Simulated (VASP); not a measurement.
Input of a VASP 6.6.1 run:

INCAR

```
PREC = Accurate
ENCUT = 600
EDIFF = 1E-6
ISMEAR = 0
SIGMA = 0.05
LREAL = F
LASPH = T
NELM = 100
ALGO = Normal
ISIF = 8
LWAVE = F
LCHARG = F
GGA = PS
IVDW = 12
IBRION = 2
NSW = 80
EDIFFG = -0.02
```

File KPOINTS:

```
Automatic mesh
0
Gamma
  5 5 5
```

Contents of POSCAR:

```
W
1.0
    5.0830000000      0.0000000000      0.0000000000
    0.0000000000      5.0830000000      0.0000000000
    0.0000000000      0.0000000000      5.0830000000
W
8
Direct
    0.0000000000      0.0000000000      0.0000000000
    0.5000000000      0.5000000000      0.5000000000
    0.0000000000      0.5000000000      0.2500000000
    0.0000000000      0.5000000000      0.7500000000
    0.2500000000      0.0000000000      0.5000000000
    0.7500000000      0.0000000000      0.5000000000
    0.5000000000      0.7500000000      0.0000000000
    0.5000000000      0.2500000000      0.0000000000
```

Potentials or basis: VASP PAW PBE potentials, release 64 (W_sv).

Run with:

```bash
$ cat potpaw_PBE.64/W_sv/POTCAR > POTCAR
$ mpirun -np 1 vasp_std > vasp.out
```

Problem. What does it give for the relaxed volume?

Solution. 15.59 Å³/atom.

Problem. What does it give for the dispersion energy per atom?

Solution. -0.756 eV.

Final structure:
```
W
1.0
     4.99636    0.00000    0.00000
     0.00000    4.99636    0.00000
     0.00000    0.00000    4.99636
W
8
Direct
  0.00000 0.00000 0.00000
  0.50000 0.50000 0.50000
  0.00000 0.50000 0.25000
  0.00000 0.50000 0.75000
  0.25000 0.00000 0.50000
  0.75000 0.00000 0.50000
  0.50000 0.75000 0.00000
  0.50000 0.25000 0.00000
```

Caveat: the PAW data sets were made with another functional, which shifts forces and pressure a little.
